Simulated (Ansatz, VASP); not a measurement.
**One calculation of HfSi2B2, two programs**

```xyz
5
Lattice="-1.7398 1.7398 4.6617 1.7398 -1.7398 4.6617 1.7398 1.7398 -4.6617" Properties=species:S:1:pos:R:3 pbc="T T T"
Hf    0.0000    0.0000    0.0000
Si    0.0000    1.7398    2.3308
Si    1.7398    0.0000    2.3308
B     0.0000    0.0000    3.8322
B     0.0000    0.0000    5.4912
```

Change from the starting cell: species swapped into the PrSi2Ag2 type (I4/mmm, No. 139).

Alike in both runs: functional PBE; k mesh 16 × 16 × 16; occupations gaussian, width 0.1 eV; no spin polarisation.

Ansatz relaxed the structure, and its values are those at the end. VASP's run is a single point on that final structure, the one shown.

```csv
,VASP,Ansatz
version,VASP 6.6.1,Ansatz 0.2.0
potentials or method,"VASP PAW PBE potentials, release 64 (Hf_pv, Si, B), cutoff 520 eV","scalar-relativistic, plane waves, PAW"
valence electrons in the cell,24,40
```

```tsv
	VASP	Ansatz	Ansatz less VASP
gap on the k mesh at the Fermi level (eV)	none	none	-
pressure (GPa)	-0.4	0.0	+0.43
```

A gap of «none» marks a metal or a gap that the smearing closes. With one functional, cell and mesh, what is left measures potentials, basis and numerics. VASP's potentials hold 24 valence electrons a cell and Ansatz's 40, so a difference there can come from the potentials and not from the codes.

Spin-orbit coupling is off throughout.
